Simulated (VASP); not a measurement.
A run of VASP 6.6.1:

The input INCAR:

```
PREC     = Accurate       # precision mode
ENCUT    = 520            # plane-wave cutoff, eV
EDIFF    = 1E-6           # SCF threshold, eV
ISMEAR   = 0              # smearing method
SIGMA    = 0.1            # smearing width, eV
LREAL    = F              # projectors in reciprocal space
LASPH    = T              # aspherical terms in the spheres
NELM     = 60             # most SCF steps
ALGO     = Normal         # electronic algorithm
ISIF     = 2              # what is computed and relaxed
LWAVE    = F              # write WAVECAR
LCHARG   = F              # write CHGCAR
GGA      = PE             # functional
NBANDS   = 26             # bands
```

Contents of KPOINTS:

```
Automatic mesh
0
Gamma
  10 10 6
```

The input POSCAR:

```
LaO4
1.0
    4.0763383636      0.0000000000      0.0000000000
    0.0000000000      4.0763383636      0.0000000000
    0.0000000000      0.0000000000      6.6507106978
La O
1 4
Direct
    0.5000000000      0.5000000000      0.0000000000
    0.5000000000      0.5000000000      0.4083759535
    0.5000000000      0.5000000000      0.5916240465
    0.0000000000      0.5000000000      0.8505371368
    0.5000000000      0.0000000000      0.1494628632
```

Potentials or basis: VASP PAW PBE potentials, release 64 (La, O).

Command:

```sh
$ cat potpaw_PBE.64/La/POTCAR potpaw_PBE.64/O/POTCAR > POTCAR
$ mpirun -np 1 vasp_std > vasp.out
```

Hardware: 1 thread of Intel Xeon 8259CL, with other jobs on the host.

Problem. How long does it take, and how much memory?

Solution. It took 4.2 min on 1 thread of Intel Xeon 8259CL (shared host), peak memory 0.37 GiB. Counts: scf iterations 19, k points 84.
